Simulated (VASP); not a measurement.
# Rh (Fm-3m) in VASP: further runs, part 2 of 2

VASP 6.6.1.

## Step 4: Single point, LDA (volume scaled by 0.84)

Input file INCAR:

```
PREC = Accurate
ENCUT = 500
EDIFF = 1E-6
ISMEAR = -1
SIGMA = 0.05
LREAL = False
LASPH = True
NELM = 120
ALGO = Normal
ISIF = 2
LWAVE = False
LCHARG = False
GGA = CA
NBANDS = 14
GGA_COMPAT = False
```

Input file KPOINTS:

```
regular mesh
0
Gamma
  17 17 17
```

Input file POSCAR:

```
Rh
1.0
    0.0000000000      1.7708614512      1.7708614512
    1.7708614512      0.0000000000      1.7708614512
    1.7708614512      1.7708614512      0.0000000000
Rh
1
Direct
    0.0000000000      0.0000000000      0.0000000000
```

Potentials or basis: VASP PAW LDA potentials, release 64 (Rh_pv).

Started as:

```console
> cat potpaw_LDA.64/Rh_pv/POTCAR > POTCAR
> mpirun -np 1 vasp_std > vasp.out
```

OUTCAR:

```text
PREC = Accurate
   ENCUT = 500
   EDIFF = 1E-6
   ISMEAR = -1
   LREAL = False
   LASPH = True
   NELM = 120
   ISIF = 2
   GGA = CA

 ion  position               nearest neighbor table
   1  0.000  0.000  0.000-

  LATTYP: Found a face centered cubic cell.
 ALAT       =     3.5417229024

  Lattice vectors:

 A1 = (   0.0000000000,   1.7708614512,   1.7708614512)
 A2 = (   1.7708614512,   0.0000000000,   1.7708614512)
 A3 = (   1.7708614512,   1.7708614512,   0.0000000000)

Analysis of symmetry for initial positions (statically):
=====================================================================
 Subroutine PRICEL returns:
 Original cell was already a primitive cell.

 Routine SETGRP: Setting up the symmetry group for a
 face centered cubic supercell.

 Subroutine GETGRP returns: Found 48 space group operations
 (whereof 48 operations were pure point group operations)
 out of a pool of 48 trial point group operations.

The static configuration has the point symmetry O_h .

Analysis of symmetry for dynamics (positions and initial velocities):
=====================================================================
 Subroutine PRICEL returns:
 Original cell was already a primitive cell.

 Routine SETGRP: Setting up the symmetry group for a
 face centered cubic supercell.

 Subroutine GETGRP returns: Found 48 space group operations
 (whereof 48 operations were pure point group operations)
 out of a pool of 48 trial point group operations.

The dynamic configuration has the point symmetry O_h .

 Subroutine INISYM returns: Found 48 space group operations
 (whereof 48 operations are pure point group operations),
 and found     1 'primitive' translations

----------------------------------------------------------------------------------------

                                     Primitive cell

  volume of cell :      11.1067

  direct lattice vectors                    reciprocal lattice vectors
     0.000000000  1.770861451  1.770861451    -0.282348458  0.282348458  0.282348458
     1.770861451  0.000000000  1.770861451     0.282348458 -0.282348458  0.282348458
     1.770861451  1.770861451  0.000000000     0.282348458  0.282348458 -0.282348458

  length of vectors
     2.504376281  2.504376281  2.504376281     0.489041875  0.489041875  0.489041875

  position of ions in fractional coordinates (direct lattice)
     0.000000000  0.000000000  0.000000000

  ion indices of the primitive-cell ions
   primitive index   ion index
                 1           1

----------------------------------------------------------------------------------------

 KPOINTS: regular mesh

Automatic generation of k-mesh.
 Grid dimensions read from file:
 generate k-points for:   17   17   17

 Generating k-lattice:

  Cartesian coordinates                     Fractional coordinates (reciprocal lattice)
    -0.016608733  0.016608733  0.016608733     0.058823529  0.000000000  0.000000000
     0.016608733 -0.016608733  0.016608733     0.000000000  0.058823529  0.000000000
     0.016608733  0.016608733 -0.016608733     0.000000000  0.000000000  0.058823529

  Length of vectors
     0.028767169  0.028767169  0.028767169

  Shift w.r.t. Gamma in fractional coordinates (k-lattice)
     0.000000000  0.000000000  0.000000000

 Subroutine IBZKPT returns following result:
 ===========================================

 Found    165 irreducible k-points:

 Following reciprocal coordinates:
            Coordinates               Weight
  0.000000  0.000000  0.000000      1.000000
  0.058824  0.000000  0.000000      8.000000
  0.117647  0.000000  0.000000      8.000000
  0.176471  0.000000  0.000000      8.000000
  0.235294  0.000000  0.000000      8.000000
  0.294118  0.000000  0.000000      8.000000
[... 16 lines left out ...]
 -0.176471  0.058824  0.000000     24.000000
 -0.117647  0.058824  0.000000     24.000000
 [... further k-points ...]
   k-points           NKPTS =    165   k-points in BZ     NKDIM =    165   number of bands    NBANDS=     14
   number of dos      NEDOS =    301   number of ions     NIONS =      1
   total plane-waves  NPLWV =   5832
   dimension x,y,z NGX =    18 NGY =   18 NGZ =   18
   dimension x,y,z NGXF=    36 NGYF=   36 NGZF=   36
   ions per type =               1
   NGX,Y,Z   is equivalent  to a cutoff of  11.95, 11.95, 11.95 a.u.
   NGXF,Y,Z  is equivalent  to a cutoff of  23.90, 23.90, 23.90 a.u.
 SYSTEM =  unknown system
   PREC   = accura    normal or accurate (medium, high low for compatibility)
   ISTART =      0    job   : 0-new  1-cont  2-samecut
   ICHARG =      2    charge: 1-file 2-atom 10-const
   ISPIN  =      1    spin polarized calculation?
   LNONCOLLINEAR =      F non collinear calculations
   LSORBIT =      F    spin-orbit coupling
   LASPH  =      T    aspherical Exc in radial PAW
   ENCUT  =  500.0 eV  36.75 Ry    6.06 a.u.   4.57  4.57  4.57*2*pi/ulx,y,z
   NELM   =    120;   NELMIN=  2; NELMDL= -5     # of ELM steps
   EDIFF  = 0.1E-05   stopping-criterion for ELM
   LREAL  =      F    real-space projection
   EDIFFG = 0.1E-04   stopping-criterion for IOM
   NSW    =      0    number of steps for IOM
   IBRION =     -1    ionic relax: 0-MD 1-quasi-New 2-CG
   NFREE  =      0    steps in history (QN), initial steepest desc. (CG)
   ISIF   =      2    stress and relaxation
   ISYM   =      2    0-nonsym 1-usesym 2-fastsym
   POTIM  = 0.5000    time-step for ionic-motion
   TEBEG  =    0.0;   TEEND  =   0.0 temperature during run
   PSTRESS=    0.0 pullay stress
   NELECT =      15.0000    total number of electrons
   NUPDOWN=      -1.0000    fix difference up-down
   EMIN   =  10.00;   EMAX   =-10.00  energy-range for DOS
   EFERMI =   0.00;   METHOD = LEGACY
   ISMEAR =    -1;   SIGMA  =   0.05  broadening in eV -4-tet -1-fermi 0-gaus
   EFERMI_NEDOS =   21; number of points for ismear=-14 and -15
   IALGO  =     38    algorithm
   IMIX   =      4    mixing-type and parameters
     AMIX     =   0.40;   BMIX     =  1.00
     AMIX_MAG =   1.60;   BMIX_MAG =  1.00
  volume/ion in A,a.u.               =      11.11        74.95
  Fermi-wavevector in a.u.,A,eV,Ry     =   1.809578  3.419607 44.553270  3.274573
  Thomas-Fermi vector in A             =   2.868419
   LORBIT       =      0    0 simple, 1 ext, 2 COOP (PROOUT), +10 PAW based schemes
   GGA     = CA    functional components
   LHFCALC =     F    Hartree Fock is set to
   AEXX    =    0.0000 exact exchange contribution
   IVDW    =     0    specifies the selected vdW correction
   LEPSILON=     F    determine dielectric tensor
   LRPA    =     F    only Hartree local field effects (RPA)
 non-spin polarized calculation
  energy-cutoff  :      500.00
  volume of cell :       11.11
 maximum number of plane-waves:       295
   NGX =  9   NGY =  9   NGZ =  9

 number of electron      15.0000001 magnetization

 Free energy of the ion-electron system (eV)
  ---------------------------------------------------
  ext. energy  EPLUGINS =         0.00000000
  ---------------------------------------------------
  free energy    TOTEN  =        -8.19552705 eV

  energy without entropy =       -8.18997133  energy(sigma->0) =       -8.19274919

 E-fermi :  16.1443     XC(G=0): -15.7510

 val. band max:       16.1134244984   @ k =   0.4118   0.2353   0.0588
 cond. band min:      16.1640759131   @ k =   0.4118   0.2941   0.0588
 fundamental gap:      0.0506514147
 Fermi energy:        16.1442563116

 k-point     1 :       0.0000    0.0000    0.0000
  band No.  band energies     occupation
      1     -30.4052      2.00000
      2     -30.4052      2.00000
      3     -30.4052      2.00000
      4       6.4801      2.00000
      5      11.8173      2.00000
      6      11.8173      2.00000
      7      11.8173      2.00000
      8      14.7781      2.00000
      9      14.7781      2.00000
     10      31.6247      0.00000
     11      35.9184      0.00000
     12      38.3283      0.00000
     13      38.3283      0.00000
     14      38.3283      0.00000

 k-point     2 :       0.0588    0.0000    0.0000
  band No.  band energies     occupation
      1     -30.4599      2.00000
      2     -30.4122      2.00000
      3     -30.4122      2.00000
      4       6.6541      2.00000
      5      11.7275      2.00000
      6      11.8916      2.00000
      7      11.8916      2.00000
      8      14.7288      2.00000
      9      14.7288      2.00000
     10      31.9236      0.00000
[... 362 lines left out ...]
 k-point    24 :      -0.1176    0.0588    0.0000
  band No.  band energies     occupation
      1     -30.7085      2.00000
      2     -30.4830      2.00000
      3     -30.4303      2.00000
      4       7.4941      2.00000
      5      11.3122      2.00000
      6      12.2113      2.00000
      7      12.2769      2.00000
      8      14.2941      2.00000
      9      14.8664      2.00000
     10      33.3104      0.00000
     11      35.3477      0.00000
     12      35.9230      0.00000
     13      39.1788      0.00000
     14      40.5096      0.00000

 [... further k-points ...]
[... 5 lines left out ...]
  --------------------------------------------------------------------------------------
  -------------------------------------------------------------------------------------
  Total        6.0669667      6.0669667      6.0669667     -0.0000000      0.0000000      0.0000000
  in kB      875.1821434    875.1821434    875.1821434     -0.0000000      0.0000000      0.0000000
  external PRESSURE =     875.1821434 kB  Pullay stress =       0.0000000 kB

 VOLUME and BASIS-vectors are now :
 -----------------------------------------------------------------------------
  energy-cutoff  :      500.00
  volume of cell :       11.11
      direct lattice vectors                 reciprocal lattice vectors
     0.000000000  1.770861451  1.770861451    -0.282348458  0.282348458  0.282348458
     1.770861451  0.000000000  1.770861451     0.282348458 -0.282348458  0.282348458
     1.770861451  1.770861451  0.000000000     0.282348458  0.282348458 -0.282348458

 POSITION                                       TOTAL-FORCE (eV/Angst)
 -----------------------------------------------------------------------------------
      0.00000      0.00000      0.00000        -0.000000     -0.000000      0.000000
 -----------------------------------------------------------------------------------
    total drift:                                0.000000     -0.000000      0.000000

  FREE ENERGIE OF THE ION-ELECTRON SYSTEM (eV)
  ---------------------------------------------------
  free  energy   TOTEN  =        -8.1955270531 eV

  energy  without entropy=       -8.1899713269  energy(sigma->0) =       -8.19274919
```

OSZICAR:

```text
N       E                     dE             d eps       ncg     rms          rms(c)
DAV:   1     0.113349874704E+03    0.11335E+03   -0.84229E+03  4684   0.116E+03
DAV:   2    -0.720194092322E+01   -0.12055E+03   -0.11544E+03  5214   0.341E+02
DAV:   3    -0.867534709449E+01   -0.14734E+01   -0.14716E+01  5256   0.410E+01
DAV:   4    -0.867977570496E+01   -0.44286E-02   -0.44286E-02  5178   0.231E+00
DAV:   5    -0.867980552620E+01   -0.29821E-04   -0.29822E-04  5130   0.166E-01    0.186E+01
DAV:   6    -0.824376696172E+01    0.43604E+00   -0.53086E-01  4824   0.108E+01    0.795E+00
DAV:   7    -0.820131951799E+01    0.42447E-01   -0.36248E-02  5184   0.261E+00    0.265E+00
DAV:   8    -0.819571949224E+01    0.56000E-02   -0.74743E-03  4812   0.129E+00    0.354E-01
DAV:   9    -0.819551961163E+01    0.19988E-03   -0.16319E-04  4800   0.189E-01    0.428E-02
DAV:  10    -0.819552708953E+01   -0.74779E-05   -0.28980E-06  5184   0.196E-02    0.181E-03
DAV:  11    -0.819552705309E+01    0.36436E-07   -0.14985E-07  2532   0.569E-03
   1 F= -.81955271E+01 E0= -.81927492E+01  d E =-.555573E-02
```

Wall time 26 s (1 thread of Intel Xeon 8259CL, shared host); peak memory 0.13 GiB.

What came out:

- Free energy: -8.1955 eV
- Pressure: 87.5 GPa

Caveat: the cell differs from its parent crystal (volume scaled by 0.84).

## Step 5: Single point, LDA (volume scaled by 0.92)

Input file INCAR:

```
  PREC = Accurate
  ENCUT = 500
  EDIFF = 1E-6
  ISMEAR = -1
  SIGMA = 0.05
  LREAL = F
  LASPH = T
  NELM = 120
  ALGO = Normal
  ISIF = 2
  LWAVE = F
  LCHARG = F
  GGA = CA
  NBANDS = 14
  GGA_COMPAT = F
```

KPOINTS is that of step 4.

Input file POSCAR:

```
Rh
1.0
    0.0000000000      1.8253834049      1.8253834049
    1.8253834049      0.0000000000      1.8253834049
    1.8253834049      1.8253834049      0.0000000000
Rh
1
Direct
    0.0000000000      0.0000000000      0.0000000000
```

Started as:

```console
> cat potpaw_LDA.64/Rh_pv/POTCAR > POTCAR
> mpirun -np 1 vasp_std > vasp.out
```

It took 26 s on 1 thread of Intel Xeon 8259CL, shared host; peak memory 0.14 GiB.

The run converged. Its results:

* Free energy: -8.5830 eV
* Pressure: 34.0 GPa

Levels at points of the mesh, in eV from the Fermi level:
```csv
k point,band 5,band 6,band 7,band 8,band 9,band 10
"(0.00, 0.00, 0.00)",-3.76,-3.76,-3.76,-1.19,-1.19,15.75
```

Caveat: the cell differs from its parent crystal (volume scaled by 0.92).

## Step 6: Single point, LDA

This run uses another cell than the first one, of 13.22 Å³/atom, 1.471 times its volume.

Input file INCAR:

```
SYSTEM = Rh
PREC     = Accurate       ! precision mode
ENCUT    = 500            ! plane-wave cutoff, eV
EDIFF    = 1E-6           ! SCF threshold, eV
ISMEAR   = -1             ! smearing method
SIGMA    = 0.05           ! smearing width, eV
LREAL    = .FALSE.        ! projectors in reciprocal space
LASPH    = .TRUE.         ! aspherical terms in the spheres
NELM     = 120            ! most SCF steps
ALGO     = Normal         ! electronic algorithm
ISIF     = 2              ! what is computed and relaxed
LWAVE    = .FALSE.        ! write WAVECAR
LCHARG   = .FALSE.        ! write CHGCAR
GGA      = CA             ! functional
NBANDS   = 14             ! bands
GGA_COMPAT= .FALSE.
```

Input file KPOINTS:

```
Automatic mesh
0
G
  17 17 17
  0 0 0
```

Input file POSCAR:

```
Rh
1.0
    0.0000000000      1.8768295046      1.8768295046
    1.8768295046      0.0000000000      1.8768295046
    1.8768295046      1.8768295046      0.0000000000
Rh
1
Direct
    0.0000000000      0.0000000000      0.0000000000
```

Potentials or basis: VASP PAW LDA potentials, release 64 (Rh_pv).

Started as:

```console
> cat potpaw_LDA.64/Rh_pv/POTCAR > POTCAR
> mpirun -np 1 vasp_std > vasp.out
```

Run time: 33 s. Hardware: 1 thread of Intel Xeon 8259CL, shared host; peak memory 0.14 GiB.

Results (log left out):

```
Free energy : -8.6902 eV
Pressure    : 1.0 GPa
```

Levels at points of the mesh, in eV from the Fermi level:
```
           k point  band 5  band 6  band 7  band 8  band 9  band 10
(0.00, 0.00, 0.00)   -3.31   -3.31   -3.31   -1.05   -1.05    15.90
```

## Step 7: Overview

| cell | gap on the mesh (eV) | pressure (GPa) |
| --- | --- | --- |
| a = 2.334 Å, angles 60.0°, 1 atom | none | 320.2 |
| a = 2.422 Å, angles 60.0°, 1 atom | none | 175.0 |
| a = 2.504 Å, angles 60.0°, 1 atom | none | 87.5 |
| a = 2.581 Å, angles 60.0°, 1 atom | none | 34.0 |
| a = 2.654 Å, angles 60.0°, 1 atom | none | 1.0 |

Alike in all rows: task single point; level LDA; potentials or basis VASP PAW LDA potentials, release 64 (Rh_pv); no spin polarisation; k mesh 17 × 17 × 17; cutoff (eV) 500; smearing fermi-dirac 0.05 eV.

Total energies depend on the potentials used, so only differences within one code and one set of settings carry meaning.
